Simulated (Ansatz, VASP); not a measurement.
Ti in VASP and in Ansatz

```
CELL_PARAMETERS angstrom
2.90044 0.00000 0.00000
-1.45022 2.36114 0.00000
0.00000 0.00000 4.59099
ATOMIC_POSITIONS crystal
Ti 0.33333 0.66667 0.25000
Ti 0.66667 0.33333 0.75000
```

Change from the starting cell: strain -0.0600 x Voigt [0, 1, 0, 0, 0, 0], atoms carried along.

Alike in both runs: task single point; functional PBEsol; k mesh 24 × 24 × 14; occupations gaussian, width 0.15 eV; no spin polarisation.

```csv
,VASP,Ansatz
version,VASP 6.6.1,Ansatz 0.2.0
potentials or method,"VASP PAW PBE potentials, release 64 (Ti_sv), cutoff 520 eV","scalar-relativistic, plane waves, PAW"
valence electrons in the cell,24,24
```

Ansatz gave:

| Quantity | Value |
| --- | --- |
| gap on the k mesh at the Fermi level (eV) | none |
| pressure (GPa) | 8.2 |
| traceless stress, the component that is largest in VASP (GPa) | 5.73 |
| rms of the force components (eV/Å) | 0.095 |

Estimate VASP's values.

gap on the k mesh at the Fermi level (eV): none; pressure (GPa): 7.6; traceless stress, the component that is largest in VASP (GPa): 5.69; rms of the force components (eV/Å): 0.093.

VASP's potentials were made for PBE, not for PBEsol. Atom by atom the forces differ by 0.001 eV/Å (rms over components). A gap of «none» marks a metal or a gap that the smearing closes. The functional is the same, so the differences come from potentials, cutoffs and numerics.
